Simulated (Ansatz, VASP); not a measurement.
**ReW5: VASP beside Ansatz**

```xyz
6
Lattice="3.1834 0.0000 0.0000 0.0000 3.1834 0.0000 0.0000 0.0000 23.9585" Properties=species:S:1:pos:R:3 pbc="T T T"
W     0.7959    0.7959    8.1571
W     2.3876    2.3876    9.5612
W     2.3876    2.3876   12.7495
W     0.7959    0.7959   14.3973
W     2.3876    2.3876   15.8014
Re    0.7959    0.7959   11.2090
```

Alike in both runs: task single point; functional PBE; k mesh 11 × 11 × 1; occupations fermi-dirac, width 0.08 eV; no spin polarisation.

|  | VASP | Ansatz |
| --- | --- | --- |
| version | VASP 6.6.1 | Ansatz 0.2.0 |
| potentials or method | VASP PAW PBE potentials, release 64 (W_sv, Re), cutoff 520 eV | all-electron LAPW, scalar-relativistic |

```csv
,VASP,Ansatz,Ansatz less VASP
rms of the force components (eV/Å),0.196,0.201,+0.0046
```

Ansatz ran all-electron here, and VASP with PAW potentials.

Spin-orbit coupling is off throughout.
